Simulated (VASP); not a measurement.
Here is a VASP 6.6.1 calculation.

Contents of INCAR:

```
SYSTEM = ZnSe
  PREC = Accurate
  ENCUT = 520
  EDIFF = 1E-6
  ISMEAR = 0
  SIGMA = 0.01
  LREAL = .False.
  LASPH = .True.
  NELM = 100
  ALGO = Normal
  ISIF = 2
  LWAVE = .False.
  LCHARG = .False.
  GGA = PS
  NBANDS = 16
```

File KPOINTS:

```
Automatic mesh
0
Gamma
  8 8 8
  0 0 0
```

POSCAR

```
ZnSe
1.0
    2.7662892562      2.7662892562      0.0000000000
   -2.7662892562      2.7662892562      0.0000000000
    0.0000000000      2.7662892562      2.7662892562
Zn Se
1 1
Direct
    0.0000000000      0.0000000000      0.0000000000
    0.7500000000      0.2500000000      0.5000000000
```

Potentials or basis: VASP PAW PBE potentials, release 64 (Zn, Se).

Command:

```console
$ cat potpaw_PBE.64/Zn/POTCAR potpaw_PBE.64/Se/POTCAR > POTCAR
$ mpirun -np 1 vasp_std > vasp.out
```

Question: What does it give for the band gap on the k mesh?

Answer: 1.47 eV, direct.

Question: Estimate the pressure.

Answer: 4.3 GPa.

Caveat: the PAW data sets were made with another functional, which shifts forces and pressure a little. As with any semilocal functional, this PBEsol gap is likely too small.
